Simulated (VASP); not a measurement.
# Si2Sb (Cccm) in VASP: relaxation of cell and atoms with PBE

Aim: the relaxation of cell and atoms of Si2Sb with PBE.

Program: VASP 6.6.1. These are calculated values, not measurements. Logs are shortened: lines on timing, memory, paths and dates and some standing lists are left out, and cuts for length are marked.

## Step 1: The cell of the first run

The structure is orthorhombic, space group Cccm (No. 66). Conventional cell: a = 6.487 Å, b = 6.693 Å, c = 6.784 Å, α = 90.00°, β = 90.00°, γ = 90.00°. Si (site symmetry 2) has 1 Si at 2.23 Å and 2 Sb at 2.41 Å within 3.0 Å. Within 3.2 Å of Sb (site symmetry 2/m) lie 4 Si at 2.41 Å.

The cell was generated, and may not be a known phase.

## Step 2: Relaxation of cell and atoms, PBE

INCAR reads:

```
SYSTEM = Si2Sb
  PREC = Accurate
  ENCUT = 500
  EDIFF = 1E-7
  ISMEAR = 0
  SIGMA = 0.1
  LREAL = .False.
  LASPH = .True.
  NELM = 120
  ALGO = Normal
  ISIF = 3
  LWAVE = .False.
  LCHARG = .False.
  GGA = PE
  IBRION = 2
  NSW = 90
  EDIFFG = -0.04
  GGA_COMPAT = .False.
  NELMIN = 4
```

KPOINTS reads:

```
regular mesh
0
Gamma
  4 4 4
  0 0 0
```

POSCAR reads:

```
Si2Sb
1.0
    3.2436304659     -3.3463376235      0.0000000000
    3.2436304659      3.3463376235      0.0000000000
    0.0000000000      0.0000000000      6.7843212731
Si Sb
4 2
Direct
    0.8333333333      0.1666666667      0.2500000000
    0.1666666667      0.8333333333      0.2500000000
    0.8333333333      0.1666666667      0.7500000000
    0.1666666667      0.8333333333      0.7500000000
    0.0000000000      0.5000000000      0.0000000000
    0.5000000000      0.0000000000      0.5000000000
```

Potentials or basis: VASP PAW PBE potentials, release 64 (Si, Sb_d_GW).

The run is started by

```
cat potpaw_PBE.64/Si/POTCAR potpaw_PBE.64/Sb_d_GW/POTCAR > POTCAR
mpirun -np 1 vasp_std > vasp.out
```

OUTCAR:

```text
SYSTEM = Si2Sb
   PREC = Accurate
   ENCUT = 500
   EDIFF = 1E-7
   ISMEAR = 0
   LREAL = .False.
   LASPH = .True.
   NELM = 120
   ISIF = 3
   GGA = PE
   IBRION = 2
   NSW = 90
   EDIFFG = -0.04
   NELMIN = 4

 ion  position               nearest neighbor table
   1  0.833  0.167  0.250-   2 2.23   5 2.41   6 2.41
   2  0.167  0.833  0.250-   1 2.23   5 2.41   6 2.41
   3  0.833  0.167  0.750-   4 2.23   5 2.41   6 2.41
   4  0.167  0.833  0.750-   3 2.23   5 2.41   6 2.41
   5  0.000  0.500  0.000-   1 2.41   2 2.41   3 2.41   4 2.41
   6  0.500  0.000  0.500-   1 2.41   2 2.41   3 2.41   4 2.41

  LATTYP: Found a base centered orthorhombic cell.
 ALAT       =     6.4872609318
 B/A-ratio  =     1.0316642597
 C/A-ratio  =     1.0457913354

  Lattice vectors:

 A1 = (   3.2436304659,  -3.3463376235,   0.0000000000)
 A2 = (   3.2436304659,   3.3463376235,   0.0000000000)
 A3 = (   0.0000000000,   0.0000000000,   6.7843212731)

Analysis of symmetry for initial positions (statically):
=====================================================================
 Subroutine PRICEL returns:
 Original cell was already a primitive cell.

 Routine SETGRP: Setting up the symmetry group for a
 base centered orthorhombic supercell.

 Subroutine GETGRP returns: Found  8 space group operations
 (whereof  4 operations were pure point group operations)
 out of a pool of  8 trial point group operations.

The static configuration has the point symmetry C_2h.
 The point group associated with its full space group is D_2h.

Analysis of symmetry for dynamics (positions and initial velocities):
=====================================================================
 Subroutine PRICEL returns:
 Original cell was already a primitive cell.

 Routine SETGRP: Setting up the symmetry group for a
 base centered orthorhombic supercell.

 Subroutine GETGRP returns: Found  8 space group operations
 (whereof  4 operations were pure point group operations)
 out of a pool of  8 trial point group operations.

The dynamic configuration has the point symmetry C_2h.
 The point group associated with its full space group is D_2h.

 Subroutine INISYM returns: Found  8 space group operations
 (whereof  4 operations are pure point group operations),
 and found     1 'primitive' translations

----------------------------------------------------------------------------------------

                                     Primitive cell

  volume of cell :     147.2779

[... 85 lines left out ...]
   ICHARG =      2    charge: 1-file 2-atom 10-const
   ISPIN  =      1    spin polarized calculation?
   LNONCOLLINEAR =      F non collinear calculations
   LSORBIT =      F    spin-orbit coupling
   LASPH  =      T    aspherical Exc in radial PAW
   ENCUT  =  500.0 eV  36.75 Ry    6.06 a.u.   8.50  8.50 12.37*2*pi/ulx,y,z
   NELM   =    120;   NELMIN=  4; NELMDL= -5     # of ELM steps
   EDIFF  = 0.1E-06   stopping-criterion for ELM
   LREAL  =      F    real-space projection
   EDIFFG = -.4E-01   stopping-criterion for IOM
   NSW    =     90    number of steps for IOM
   IBRION =      2    ionic relax: 0-MD 1-quasi-New 2-CG
   NFREE  =      1    steps in history (QN), initial steepest desc. (CG)
   ISIF   =      3    stress and relaxation
   ISYM   =      2    0-nonsym 1-usesym 2-fastsym
   POTIM  = 0.5000    time-step for ionic-motion
   TEBEG  =    0.0;   TEEND  =   0.0 temperature during run
   PSTRESS=    0.0 pullay stress
   NELECT =      46.0000    total number of electrons
   NUPDOWN=      -1.0000    fix difference up-down
   EMIN   =  10.00;   EMAX   =-10.00  energy-range for DOS
   EFERMI =   0.00;   METHOD = LEGACY
   ISMEAR =     0;   SIGMA  =   0.10  broadening in eV -4-tet -1-fermi 0-gaus
   EFERMI_NEDOS =   21; number of points for ismear=-14 and -15
   IALGO  =     38    algorithm
   IMIX   =      4    mixing-type and parameters
     AMIX     =   0.40;   BMIX     =  1.00
     AMIX_MAG =   1.60;   BMIX_MAG =  1.00
  volume/ion in A,a.u.               =      24.55       165.65
  Fermi-wavevector in a.u.,A,eV,Ry     =   1.110746  2.099006 16.786292  1.233758
  Thomas-Fermi vector in A             =   2.247302
   LORBIT       =      0    0 simple, 1 ext, 2 COOP (PROOUT), +10 PAW based schemes
   GGA     = PE    functional components
   LHFCALC =     F    Hartree Fock is set to
   AEXX    =    0.0000 exact exchange contribution
   IVDW    =     0    specifies the selected vdW correction
   LEPSILON=     F    determine dielectric tensor
   LRPA    =     F    only Hartree local field effects (RPA)
 conjugate gradient relaxation of ions
 non-spin polarized calculation
 Gauss-broadening in eV      SIGMA  =   0.10
  energy-cutoff  :      500.00
  volume of cell :      147.28
 maximum number of plane-waves:      3762
 NGX is ok and might be reduce to    36
   NGX = 17   NGY = 17   NGZ = 25

--------------------------------------- Ionic step        1  -------------------------------------------

 number of electron      46.0000007 magnetization

 Free energy of the ion-electron system (eV)
  ---------------------------------------------------
  ext. energy  EPLUGINS =         0.00000000
  ---------------------------------------------------
  free energy    TOTEN  =       -21.79652354 eV

  energy without entropy =      -21.76213387  energy(sigma->0) =      -21.77932870

------------------------ aborting loop because EDIFF is reached ----------------------------------------

  FORCE on cell =-STRESS in cart. coord.  units (eV):
  Direction    XX          YY          ZZ          XY          YZ          ZX
  --------------------------------------------------------------------------------------
  -------------------------------------------------------------------------------------
  Total       19.2706628      8.4876612     18.7799099      0.0000000      0.0000000      0.0000000
  in kB      209.6378547     92.3338805    204.2991490      0.0000000      0.0000000      0.0000000
  external PRESSURE =     168.7569614 kB  Pullay stress =       0.0000000 kB
[... 1378 lines left out ...]
     26       4.3378      2.00000
     27       7.1871      0.00000

[... ionic steps 4 to 28 ...]

--------------------------------------- Ionic step       29  -------------------------------------------

 number of electron      45.9999861 magnetization

------------------------ aborting loop because EDIFF is reached ----------------------------------------
[... 75 lines left out ...]
--------------------------------------- Ionic step       31  -------------------------------------------

 number of electron      45.9999860 magnetization

 Free energy of the ion-electron system (eV)
  ---------------------------------------------------
  ext. energy  EPLUGINS =         0.00000000
  ---------------------------------------------------
  free energy    TOTEN  =       -27.13623551 eV

  energy without entropy =      -27.12696959  energy(sigma->0) =      -27.13160255

 E-fermi :   6.6827     XC(G=0): -10.2559

 val. band max:        6.6648128594   @ k =   0.5000   0.5000   0.0000
 cond. band min:       6.7809213323   @ k =   0.5000   0.2500   0.2500
 fundamental gap:      0.1161084728
 Fermi energy:         6.6826747620
[... 661 lines left out ...]
  FREE ENERGIE OF THE ION-ELECTRON SYSTEM (eV)
  ---------------------------------------------------
  free  energy   TOTEN  =       -27.1362355073 eV

  energy  without entropy=      -27.1269695860  energy(sigma->0) =      -27.13160255

 reached required accuracy - stopping structural energy minimisation
```

OSZICAR:

```text
N       E                     dE             d eps       ncg     rms          rms(c)
DAV:   1     0.395558613131E+03    0.39556E+03   -0.16354E+04  1607   0.139E+04
DAV:   2     0.520338165870E+02   -0.34352E+03   -0.33765E+03  2141   0.185E+03
DAV:   3    -0.156499670450E+02   -0.67684E+02   -0.66032E+02  2248   0.357E+02
[... 483 lines left out ...]
DAV:   4    -0.271362322004E+02    0.21504E-04   -0.12475E-04  2185   0.333E-01    0.704E-03
DAV:   5    -0.271362340730E+02   -0.18727E-05   -0.13387E-05  2078   0.816E-02    0.452E-03
DAV:   6    -0.271362352224E+02   -0.11494E-05   -0.15727E-06  1152   0.301E-02    0.112E-03
DAV:   7    -0.271362354858E+02   -0.26342E-06   -0.71375E-07   832   0.106E-02    0.286E-04
DAV:   8    -0.271362355073E+02   -0.21519E-07   -0.46602E-07   780   0.948E-03
  31 F= -.27136236E+02 E0= -.27131603E+02  d E =-.419086E-03
```

CONTCAR:

```text
Si2Sb
   1.00000000000000
     2.4468525906682737   -2.4635834404436014    0.0000000000000000
     2.4468525906682741    2.4635834404436014    0.0000000000000000
     0.0000000000000000    0.0000000000000000   10.5184122842480061
  Si              Sb
     4     2
Direct
     0.7500751812541258    0.2499248187458743    0.2500000000000000
     0.2499248187458743    0.7500751812541258    0.2500000000000000
     0.7500751812541258    0.2499248187458743    0.7500000000000000
     0.2499248187458743    0.7500751812541258    0.7500000000000000
     0.0000000000000000    0.5000000000000000    0.0000000000000000
     0.5000000000000000    0.0000000000000000    0.5000000000000000

  0.00000000E+00  0.00000000E+00  0.00000000E+00
  0.00000000E+00  0.00000000E+00  0.00000000E+00
  0.00000000E+00  0.00000000E+00  0.00000000E+00
  0.00000000E+00  0.00000000E+00  0.00000000E+00
  0.00000000E+00  0.00000000E+00  0.00000000E+00
  0.00000000E+00  0.00000000E+00  0.00000000E+00
```

Run time: 49 min. Hardware: 1 thread of Intel Xeon Platinum 8259CL at 2.50GHz (Skylake/Cascade Lake), shared host; peak memory 0.32 GiB.

What came out:

| Quantity | Value |
| --- | --- |
| Free energy | -27.1362 eV |
| Relaxed volume | 21.14 Å³/atom |
| Relaxed cell | a = 3.472 Å, b = 3.472 Å, c = 10.518 Å, α = 90.00°, β = 90.00°, γ = 90.39° |
| Space group after relaxing (to 0.1 Å) | Fmmm (No. 69) |
| Energy gained by relaxing | 890.0 meV/atom |
| Ionic steps | 31 |
| Pressure after relaxing | 0.0 GPa |
| Largest force after relaxing | 0.005 eV/Å |
| Band gap on the k mesh | zero (bands 23 and 24 overlap by 3.49 eV) |

Forces on the atoms (eV/Å):
```
Si   0.000  0.005  0.000
Si   0.000 -0.005  0.000
Si   0.000  0.005  0.000
Si   0.000 -0.005  0.000
Sb   0.000  0.000  0.000
Sb   0.000  0.000  0.000
```

The path:
```tsv
step	energy change (eV)	largest force (eV/Å)	pressure (GPa)	volume (Å³)
1	0.0000	0.0789	16.88	147.28
2	-1.7554	0.4706	-3.18	209.14
3	-1.9465	0.2485	0.03	189.06
4	-1.9483	0.2719	-0.38	191.07
5	-1.9482	0.2606	-0.20	190.12
6	-1.9782	0.2050	0.12	188.99
7	-1.9782	0.2194	0.13	188.96
8	-1.9975	0.2758	-0.14	189.25
9	-2.0498	0.4742	-0.96	189.93
10	-2.0831	0.9369	-2.38	190.49
11	-2.0833	0.7886	-2.03	190.44
12	-2.0858	0.7932	-2.06	190.41
13	-2.0935	0.8073	-2.15	190.31
14	-2.1090	0.8378	-2.33	190.09
15	-2.1390	0.8949	-2.71	189.60
16	-2.1817	0.9819	-3.42	188.44
17	-2.2414	0.9312	-3.60	187.02
18	-2.4148	0.7894	-4.09	182.68
19	-2.7337	0.6004	-4.93	173.70
20	-3.5531	0.8610	-5.40	154.76
21	-3.7481	2.8984	12.47	114.75
22	-3.7492	1.5869	-4.20	147.67
23	-4.9273	1.2097	-1.79	131.31
24	-4.9567	0.2061	2.43	123.04
25	-5.0381	0.7978	0.31	126.94
26	-5.2431	0.3926	1.26	124.56
27	-5.2468	0.2900	1.11	124.84
28	-5.3303	0.0589	0.29	126.35
29	-5.3393	0.0144	-0.14	127.05
30	-5.3393	0.0105	-0.13	127.01
31	-5.3397	0.0048	0.01	126.81
```

Final structure:
```cif
data_structure
_symmetry_space_group_name_H-M 'P 1'
_symmetry_Int_Tables_number 1
_cell_length_a 3.4722
_cell_length_b 3.4722
_cell_length_c 10.5184
_cell_angle_alpha 90.000
_cell_angle_beta 90.000
_cell_angle_gamma 90.390
_cell_volume 126.81
loop_
_atom_site_label
_atom_site_type_symbol
_atom_site_fract_x
_atom_site_fract_y
_atom_site_fract_z
_atom_site_occupancy
Si1 Si 0.75008 0.24992 0.25000 1
Si2 Si 0.24992 0.75008 0.25000 1
Si3 Si 0.75008 0.24992 0.75000 1
Si4 Si 0.24992 0.75008 0.75000 1
Sb1 Sb 0.00000 0.50000 0.00000 1
Sb2 Sb 0.50000 0.00000 0.50000 1
```

Levels at points of the mesh, in eV from the Fermi level:
| k point | band 19 | band 20 | band 21 | band 22 | band 23 | band 24 | band 25 | band 26 | band 27 |
| --- | --- | --- | --- | --- | --- | --- | --- | --- | --- |
| (0.00, 0.00, 0.00) | -1.54 | -1.13 | -0.80 | -0.54 | -0.17 | 0.77 | 1.03 | 2.21 | 2.34 |
| (0.50, 0.00, 0.00) | -3.09 | -3.09 | 0.97 | 0.97 | 1.02 | 1.03 | 1.80 | 1.80 | 2.44 |
| (0.50, 0.50, 0.00) | -5.16 | -4.85 | -3.61 | -2.82 | -1.62 | -1.29 | -1.26 | -0.02 | 0.11 |
| (0.00, 0.00, 0.50) | -1.57 | -1.57 | -0.81 | -0.81 | 1.35 | 1.35 | 2.04 | 2.04 | 3.27 |
| (0.50, 0.00, 0.50) | -1.26 | -1.26 | -0.11 | -0.11 | 1.00 | 1.00 | 1.01 | 1.01 | 2.13 |
| (0.50, 0.50, 0.50) | -4.90 | -4.90 | -2.76 | -2.76 | -2.14 | -2.14 | -1.19 | -1.19 | 2.06 |

Caveat: the highest band is partly filled, so the run has too few bands; a cell axis changed by over 15 % at a fixed basis, so the end point is rough; spin-orbit coupling is left out, which moves the levels of the heavy elements.

The gap in the log of VASP goes by the Fermi energy; the results here count the filled bands.